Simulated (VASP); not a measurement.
Write the native input for VASP 6.6.1 that does the following.

```yaml
Task: single point
Functional: r2SCAN
Potentials_or_basis: VASP PAW PBE potentials, release 64 (Ti_sv)
Cutoff: 520 eV
k_mesh: 12 × 12 × 18
Occupations: gaussian, width 0.1 eV
Spin: no spin polarisation
Dipole_correction: no
Further_INCAR_settings: ALGO = Normal; EDIFF = 1e-06; NBANDS = 25
```

Ti:

```xyz
3
Lattice="4.7051 0.0000 0.0000 -2.3525 4.0747 0.0000 0.0000 0.0000 2.7737" Properties=species:S:1:pos:R:3 pbc="T T T"
Ti    0.0000    0.0000    0.0000
Ti    0.0000    2.7165    1.3869
Ti    2.3525    1.3582    1.3869
```

This cell differs from its parent crystal: biaxial strain in the a-b plane: +3.0 %.

One way to write it, as run:

POSCAR

```
Ti
1.0
    4.7050623555      0.0000000000      0.0000000000
   -2.3525311778      4.0747035263      0.0000000000
    0.0000000000      0.0000000000      2.7737208035
Ti
3
Direct
    0.0000000000      0.0000000000      0.0000000000
    0.3333333333      0.6666666667      0.5000000000
    0.6666666667      0.3333333333      0.5000000000
```

INCAR.step1

```
SYSTEM = Ti
ALGO = Normal
EDIFF = 1E-4
ENCUT = 520
GGA = PE
ISMEAR = 0
LASPH = .True.
LCHARG = .False.
LREAL = .False.
LWAVE = .True.
NBANDS = 25
NELM = 80
PREC = Accurate
SIGMA = 0.1
```

INCAR.step2

```
SYSTEM = Ti
ALGO = Normal
EDIFF = 1E-6
ENCUT = 520
ISIF = 2
ISMEAR = 0
ISTART = 1
LASPH = .True.
LCHARG = .True.
LELF = .True.
LMIXTAU = .True.
LREAL = .False.
LVHAR = .True.
LWAVE = .False.
METAGGA = R2SCAN
NBANDS = 25
NELM = 80
PREC = Accurate
SIGMA = 0.1
```

KPOINTS

```
k-points
0
Gamma
  12 12 18
  0 0 0
```

Potentials or basis: VASP PAW PBE potentials, release 64 (Ti_sv).

Run with:

```sh
$ cat potpaw_PBE.64/Ti_sv/POTCAR > POTCAR
$ cp INCAR.step1 INCAR
$ mpirun -np 1 vasp_std > vasp.out
$ cp INCAR.step2 INCAR
$ mpirun -np 1 vasp_std > vasp.out
```

Results of the run:

```json
{"Pressure": "-3.8 GPa", "Band gap on the k mesh": "zero (bands 18 and 19 overlap by 0.28 eV)"}
```

Caveat: the cell differs from its parent crystal (biaxial strain in the a-b plane: +3.0 %); the stress differs along the axes, from -7 to 3 GPa; the PAW data sets were made with another functional, which shifts forces and pressure a little.

It took 15 min on 1 thread of Oxide Virtual Turin-like Processor (shared host), peak memory 0.28 GiB.
